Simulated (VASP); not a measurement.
TiC: single point with b88 exchange, pbe correlation

TiC:

```
CELL_PARAMETERS angstrom
0.00000 2.19422 2.19422
2.19422 0.00000 2.19422
2.19422 2.19422 0.00000
ATOMIC_POSITIONS crystal
Ti 0.00000 0.00000 0.00000
C 0.50000 0.50000 0.50000
```

* Program: VASP 6.6.1
* Task: single point
* Functional: b88 exchange, pbe correlation
* Potentials or basis: VASP PAW PBE potentials, release 64 (Ti_sv, C)
* Cutoff: 600 eV
* k mesh: 11 × 11 × 11
* Occupations: fermi-dirac, width 0.05 eV
* Spin: no spin polarisation
* Dipole correction: no
* Further INCAR settings: ALGO = Normal; EDIFF = 1e-06; NBANDS = 15

| Quantity | Value |
| --- | --- |
| Pressure | -8.8 GPa |
| Band gap on the k mesh | zero (bands 8 and 9 overlap by 1.07 eV) |

Levels at points of the mesh, in eV from the Fermi level:
```
           k point  band 4  band 5  band 6  band 7  band 8  band 9  band 10  band 11  band 12  band 13
(0.00, 0.00, 0.00)  -32.82  -12.26    0.61    0.61    0.61    1.55     1.55     1.57     1.57     1.57
```

Run time: 19 s on 1 thread of Intel(R) Xeon(R) 6975P-C (Granite Rapids), on a shared host, peak memory 0.17 GiB.

Caveat: the cell stands under tension; the PAW data sets were made with another functional, which shifts forces and pressure a little.
